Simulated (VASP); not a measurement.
Runs of VASP 6.6.1 on MgO. The structure is that of space group P6_3/mmc (No. 194), or close to it. The cells are those of the table. 

```tsv
level	cell	k mesh	gap on the mesh (eV)	pressure (GPa)
r2SCAN	a = 3.413, b = 3.413, c = 4.100 Å, angles 90.0, 90.0, 120.0°, 4 atoms	9 × 9 × 6	4.42	9.0
r2SCAN	a = 3.519, b = 3.519, c = 4.227 Å, angles 90.0, 90.0, 120.0°, 4 atoms	9 × 9 × 6	3.92	-4.6
PBE	a = 3.555, b = 3.555, c = 4.280 Å, angles 90.0, 90.0, 120.0°, 4 atoms	9 × 9 × 6	3.11	-3.9
r2SCAN	a = 3.449, b = 3.449, c = 4.143 Å, angles 90.0, 90.0, 120.0°, 4 atoms	9 × 9 × 6	4.24	3.7
PBE	a = 3.485, b = 3.485, c = 4.195 Å, angles 90.0, 90.0, 120.0°, 4 atoms	9 × 9 × 6	3.42	(b)
r2SCAN	a = 3.484, b = 3.484, c = 4.185 Å, angles 90.0, 90.0, 120.0°, 4 atoms	9 × 9 × 6	4.08	(a)
r2SCAN	a = 3.552, b = 3.552, c = 4.267 Å, angles 90.0, 90.0, 120.0°, 4 atoms	9 × 9 × 6	3.77	-7.9
PBE	a = 3.484, b = 3.484, c = 4.185 Å, angles 90.0, 90.0, 120.0°, 4 atoms	12 × 12 × 6	3.43	4.0
```

Alike in all rows: task single point; potentials or basis VASP PAW PBE potentials, release 64 (Mg, O); no spin polarisation; cutoff (eV) 520; smearing gaussian 0.01 eV.

Fill in the values left out.

(a) -0.8; (b) 3.5.

Caveats: the PAW data sets were made with another functional, which shifts forces and pressure a little (at least some runs); the cell stands under pressure (at least some runs); the cell stands under tension (at least some runs).

A k mesh can miss the band edges.
